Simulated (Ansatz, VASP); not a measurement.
## Cu in VASP and in Ansatz

Contents of POSCAR:

```
Cu
1.0
   -1.4427933200      1.4427933200      1.3760814500
    1.4427933200     -1.4427933200      1.3760814500
    1.4427933200      1.4427933200     -1.3760814500
Cu
1
Direct
    0.0000000000      0.0000000000      0.0000000000
```

The input INCAR.step1:

```
PREC = Accurate ; ENCUT = 520
ISMEAR = 0 ; SIGMA = 0.1
LREAL = F ; LASPH = T
NELM = 60 ; NBANDS = 12
GGA = PE ; ALGO = Normal
EDIFF = 1E-4 ; LWAVE = T
LCHARG = F
```

The input INCAR.step2:

```
PREC = Accurate ; ENCUT = 520
EDIFF = 1E-6 ; ISMEAR = 0
SIGMA = 0.1 ; LREAL = F
LASPH = T ; NELM = 60
ALGO = Normal ; ISIF = 2
LWAVE = F ; LCHARG = F
METAGGA = R2SCAN ; LMIXTAU = T
NBANDS = 12 ; ISTART = 1
```

Contents of KPOINTS:

```
regular mesh
0
Gamma
  8 8 8
```

Input for Ansatz:

```yaml
crystal:
  lattice:
    - [-1.44279332, 1.44279332, 1.37608145]
    - [1.44279332, -1.44279332, 1.37608145]
    - [1.44279332, 1.44279332, -1.37608145]
  atoms:
    - { symbol: Cu, position: [0.0, 0.0, 0.0] }
basis:
  ecutwfc: 500
kpoints:
  mp_grid: { grid: [8, 8, 8] }
hamiltonian:
  xc: r2scan
scf:
  occupations: { method: gaussian, width: 0.1 }
output:
  forces: true
  stress: true
  eigenvalues: true
```

Alike in both runs: task single point; functional r2SCAN; k mesh 8 × 8 × 8; occupations gaussian, width 0.1 eV; no spin polarisation.

```csv
,VASP,Ansatz
version,VASP 6.6.1,Ansatz 0.2.0
potentials or method,"VASP PAW PBE potentials, release 64 (Cu), cutoff 520 eV","scalar-relativistic, plane waves, PAW"
valence electrons in the cell,11,19
```

```csv
,VASP,Ansatz,Ansatz less VASP
gap on the k mesh at the Fermi level (eV),none,none,-
pressure (GPa),1.2,0.5,-0.68
"traceless stress, the component that is largest in VASP (GPa)",0.29,0.42,+0.133
```

VASP's potentials were made for PBE, not for r2SCAN. A gap of «none» marks a metal or a gap that the smearing closes. VASP's potentials hold 11 valence electrons a cell and Ansatz's 19, so a difference there can come from the potentials and not from the codes.

The k mesh is coarse, so the values compare programs but aren't converged.
